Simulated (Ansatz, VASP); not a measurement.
**SnO: VASP beside Ansatz**

The input INCAR:

```
SYSTEM = SnO
  PREC = Accurate
  ENCUT = 520
  EDIFF = 1E-6
  ISMEAR = 0
  SIGMA = 0.15
  LREAL = .FALSE.
  LASPH = .TRUE.
  NELM = 100
  ALGO = Normal
  ISIF = 2
  LWAVE = .FALSE.
  LCHARG = .FALSE.
  GGA = CA
  NBANDS = 28
```

Contents of KPOINTS:

```
Automatic mesh
0
G
  10 10 8
  0 0 0
```

POSCAR

```
SnO
1.0
    3.6528000000      0.0000000000      0.0000000000
    0.0000000000      3.6528000000      0.0000000000
    0.0000000000      0.0000000000      4.8890000000
Sn O
2 2
Direct
    0.0000000000      0.5000000000      0.2455950842
    0.5000000000      0.0000000000      0.7544049158
    0.0000000000      0.0000000000      0.0000000000
    0.5000000000      0.5000000000      0.0000000000
```

Input for Ansatz:

```yaml
crystal:
  lattice:
    - [3.6528, 0.0, 0.0]
    - [0.0, 3.6528, 0.0]
    - [0.0, 0.0, 4.889]
  atoms:
    - { symbol: Sn, position: [0.0, 0.5, 0.2455950842] }
    - { symbol: Sn, position: [0.5, 0.0, 0.7544049158] }
    - { symbol: O, position: [0.0, 0.0, 0.0] }
    - { symbol: O, position: [0.5, 0.5, 0.0] }
basis:
  ecutwfc: 520.0
kpoints:
  mp_grid: { grid: [10, 10, 8] }
hamiltonian:
  xc: lda
  pseudopotentials: { kind: paw, azcp: { folder: soft_1 } }
scf:
  occupations: { method: gaussian, width: 0.15 }
output:
  forces: true
  stress: true
  eigenvalues: true
```

Alike in both runs: task single point; functional LDA; k mesh 10 × 10 × 8; occupations gaussian, width 0.15 eV; no spin polarisation.

```csv
,VASP,Ansatz
version,VASP 6.6.1,Ansatz 0.2.0
potentials or method,"VASP PAW LDA potentials, release 64 (Sn_d, O), cutoff 520 eV","scalar-relativistic, plane waves, PAW"
valence electrons in the cell,40,40
```

```csv
,VASP,Ansatz,Ansatz less VASP
gap on the k mesh at the Fermi level (eV),none,none,-
pressure (GPa),3.0,2.5,-0.56
"traceless stress, the component that is largest in VASP (GPa)",-5.06,-5.09,-0.034
rms of the force components (eV/Å),0.043,0.106,+0.0630
```

Ansatz warns that its potentials were made for another functional, while VASP's fit it. LDA's correlation is that of Perdew and Zunger in VASP and of Perdew and Wang (1992) in Ansatz. Atom by atom the forces differ by 0.063 eV/Å (rms over components). A gap of «none» marks a metal or a gap that the smearing closes.
